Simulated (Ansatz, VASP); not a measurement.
**One calculation of ZnS, two programs**

File POSCAR:

```
ZnS
1.0
    0.0000000000      2.7020000000      2.7020000000
    2.7020000000      0.0000000000      2.7020000000
    2.7020000000      2.7020000000      0.0000000000
Zn S
1 1
Direct
    0.2500000000      0.2500000000      0.2500000000
    0.0000000000      0.0000000000      0.0000000000
```

File INCAR.step1:

```
SYSTEM = ZnS
ALGO = Normal
EDIFF = 1E-5
ENCUT = 400
GGA = PE
GGA_COMPAT = .False.
ISIF = 2
ISMEAR = 0
LASPH = .True.
LCHARG = .False.
LREAL = .False.
LWAVE = .True.
NBANDS = 16
NELM = 120
PREC = Accurate
SIGMA = 0.1
```

File INCAR.step2:

```
SYSTEM = ZnS
AEXX = 0.25
ALGO = Normal
EDIFF = 1E-6
ENCUT = 400
GGA = PE
GGA_COMPAT = .False.
HFSCREEN = 0.3
ISIF = 2
ISMEAR = 0
ISTART = 1
LASPH = .True.
LCHARG = .False.
LHFCALC = .True.
LREAL = .False.
LWAVE = .False.
NBANDS = 16
NELM = 120
PREC = Accurate
PRECFOCK = Normal
SIGMA = 0.1
```

KPOINTS

```
k-points
0
Gamma
  6 6 6
  0 0 0
```

File input.yaml:

```yaml
crystal:
  lattice: { a: 5.404, b: 5.404, c: 5.404, alpha: 90.0, beta: 90.0, gamma: 90.0 }
  space_group: 216
  reduce_to_primitive: true
  atoms:
    - { symbol: Zn, wyckoff: "4c", position: [0.25, 0.25, 0.25] }
    - { symbol: S, wyckoff: "4a", position: [0.0, 0.0, 0.0] }
hamiltonian:
  xc: { exchange: pbe, correlation: pbe, exx: { coeff: 0.25, omega: 0.3 } }
  pseudopotentials: { kind: paw }
kpoints:
  mp_grid: { grid: [6, 6, 6] }
scf:
  occupations: { method: gaussian, width: 0.1 }
output:
  forces: true
  stress: true
  eigenvalues: true
```

Alike in both runs: task single point; functional PBE-based screened hybrid; k mesh 6 × 6 × 6; occupations gaussian, width 0.1 eV; no spin polarisation.

|  | VASP | Ansatz |
| --- | --- | --- |
| version | VASP 6.6.1 | Ansatz 0.2.0 |
| potentials or method | VASP PAW PBE potentials, release 64 (Zn, S) | Ansatz PAW |
| plane-wave cutoff (eV) | 400 | 420 |
| valence electrons in the cell | 18 | 18 |

VASP gave:

| Property | Result |
| --- | --- |
| gap on the k mesh at the Fermi level (eV) | 3.12 |
| least direct gap on the mesh (eV) | 3.12 |
| pressure (GPa) | 0.8 |

Problem. Estimate Ansatz's values.

Solution. gap on the k mesh at the Fermi level (eV): 3.13; least direct gap on the mesh (eV): 3.13; pressure (GPa): 1.1.

VASP's potentials were made for PBE, not for PBE-based screened hybrid.
